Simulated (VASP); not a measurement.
Write the native input for VASP 6.6.1 that does the following.

* Task: single point
* Functional: LDA
* Potentials or basis: VASP PAW LDA potentials, release 64 (Cu, Sb)
* Cutoff: 520 eV
* k mesh: 12 × 12 × 12
* Occupations: gaussian, width 0.05 eV
* Spin: no spin polarisation
* Dipole correction: no
* Further INCAR settings: ALGO = Normal; EDIFF = 1e-06; NBANDS = 15

The structure of CuSb lies in POSCAR:

```
CuSb
1.0
    0.0000000000      2.6912715293      2.6912715293
    2.6912715293      0.0000000000      2.6912715293
    2.6912715293      2.6912715293      0.0000000000
Cu Sb
1 1
Direct
    0.5000000000      0.5000000000      0.5000000000
    0.0000000000      0.0000000000      0.0000000000
```

The input as run:

INCAR

```
SYSTEM = CuSb
PREC     = Accurate       ! precision mode
ENCUT    = 520            ! plane-wave cutoff, eV
EDIFF    = 1E-6           ! SCF threshold, eV
ISMEAR   = 0              ! smearing method
SIGMA    = 0.05           ! smearing width, eV
LREAL    = .FALSE.        ! projectors in reciprocal space
LASPH    = .TRUE.         ! aspherical terms in the spheres
NELM     = 100            ! most SCF steps
ALGO     = Normal         ! electronic algorithm
ISIF     = 2              ! what is computed and relaxed
LWAVE    = .FALSE.        ! write WAVECAR
LCHARG   = .FALSE.        ! write CHGCAR
GGA      = CA             ! functional
NBANDS   = 15             ! bands
```

KPOINTS

```
regular mesh
0
G
  12 12 12
  0 0 0
```

Potentials or basis: VASP PAW LDA potentials, release 64 (Cu, Sb).

Launch:

```bash
$ cat potpaw_LDA.64/Cu/POTCAR potpaw_LDA.64/Sb/POTCAR > POTCAR
$ mpirun -np 1 vasp_std > vasp.out
```

Results of the run:

The pressure is -4.6 GPa. The band gap on the k mesh is zero (band 8 reaches 10.42 eV, above the bottom of band 9 at 5.36 eV).

Caveat: spin-orbit coupling is left out, which moves the levels of the heavy elements.

Run time: 30 s on 1 thread of Intel(R) Xeon(R) Platinum 8488C (Sapphire Rapids) (shared host), peak memory 0.17 GiB.
